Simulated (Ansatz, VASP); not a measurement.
## MoS2 in VASP and in Ansatz

Contents of INCAR:

```
SYSTEM = MoS2
ALGO = Normal
EDIFF = 1E-6
ENCUT = 500
GGA = PE
GGA_COMPAT = .False.
ISIF = 2
ISMEAR = 0
IVDW = 12
LASPH = .True.
LCHARG = .False.
LREAL = .False.
LWAVE = .False.
NBANDS = 20
NELM = 120
PREC = Accurate
SIGMA = 0.05
```

KPOINTS

```
k-points
0
Gamma
  12 12 6
  0 0 0
```

Contents of POSCAR:

```
MoS2
1.0
    3.1181665666      0.0000000000      0.0000000000
   -1.5590832833      2.7004114599      0.0000000000
    0.0000000000      0.0000000000      6.2363331332
Mo S
1 2
Direct
    0.0000000000      0.0000000000      0.0000000000
    0.3333333333      0.6666666667      0.2357940733
    0.3333333333      0.6666666667      0.7642059267
```

Input for Ansatz:

```yaml
crystal:
  lattice:
    - [3.1181665666, 0.0, 0.0]
    - [-1.5590832833, 2.7004114599, 0.0]
    - [0.0, 0.0, 6.2363331332]
  atoms:
    - { symbol: Mo, position: [0.0, 0.0, 0.0] }
    - { symbol: S, position: [0.3333333333, 0.6666666667, 0.2357940733] }
    - { symbol: S, position: [0.3333333333, 0.6666666667, 0.7642059267] }
basis:
  ecutwfc: 420
kpoints:
  mp_grid: { grid: [12, 12, 6] }
hamiltonian:
  xc: pbe
  dispersion: d3bj
scf:
  occupations: { method: gaussian, width: 0.05 }
output:
  forces: true
  stress: true
  eigenvalues: true
  write_density: true
  write_potential: true
  elf: true
  volumetric_format: npy
```

Alike in both runs: task single point; functional PBE; dispersion D3(BJ); k mesh 12 × 12 × 6; occupations gaussian, width 0.05 eV; no spin polarisation.

|  | VASP | Ansatz |
| --- | --- | --- |
| version | VASP 6.6.1 | Ansatz 0.2.0 |
| potentials or method | VASP PAW PBE potentials, release 64 (Mo_sv, S), cutoff 500 eV | scalar-relativistic, plane waves, PAW |
| valence electrons in the cell | 26 | 26 |

VASP gave:

```
gap on the k mesh at the Fermi level (eV)                     : 0.61
least direct gap on the mesh (eV)                             : 1.65
pressure (GPa)                                                : 14.7
traceless stress, the component that is largest in VASP (GPa) : 7.82
rms of the force components (eV/Å)                            : 1.036
```

Estimate Ansatz's values.

gap on the k mesh at the Fermi level (eV): 0.58; least direct gap on the mesh (eV): 1.65; pressure (GPa): 14.9; traceless stress, the component that is largest in VASP (GPa): 7.88; rms of the force components (eV/Å): 1.048.

Atom by atom the forces differ by 0.012 eV/Å (rms over components).
